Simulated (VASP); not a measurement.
Here is a VASP 6.6.1 calculation.

File INCAR:

```
SYSTEM = Tl
PREC = Accurate
ENCUT = 520
EDIFF = 1E-6
ISMEAR = -1
SIGMA = 0.1
LREAL = .False.
LASPH = .True.
NELM = 100
ALGO = Normal
ISIF = 2
LWAVE = .False.
LCHARG = .False.
GGA = PE
NBANDS = 20
```

KPOINTS

```
Automatic mesh
0
Gamma
  17 17 9
  0 0 0
```

Contents of POSCAR:

```
Tl
1.0
    3.5902820628      0.0000000000      0.0000000000
   -1.7951410314      3.1092754731      0.0000000000
    0.0000000000      0.0000000000      5.6419406004
Tl
2
Direct
    0.3333333333      0.6666666667      0.2500000000
    0.6666666667      0.3333333333      0.7500000000
```

Potentials or basis: VASP PAW PBE potentials, release 64 (Tl_d).

The run is started by

```console
$ cat potpaw_PBE.64/Tl_d/POTCAR > POTCAR
$ mpirun -np 1 vasp_std > vasp.out
```

**Question.** What does it give for the pressure?

**Answer.** -0.1 GPa.

**Question.** Predict the band gap on the k mesh.

**Answer.** Zero (band 13 reaches 8.15 eV, above the bottom of band 14 at 3.92 eV).

Stress tensor (GPa, compression positive):
```
-0.15  0.00  0.00
 0.00 -0.15  0.00
 0.00  0.00  0.07
```

Caveat: spin-orbit coupling is left out, which moves the levels of the heavy elements.
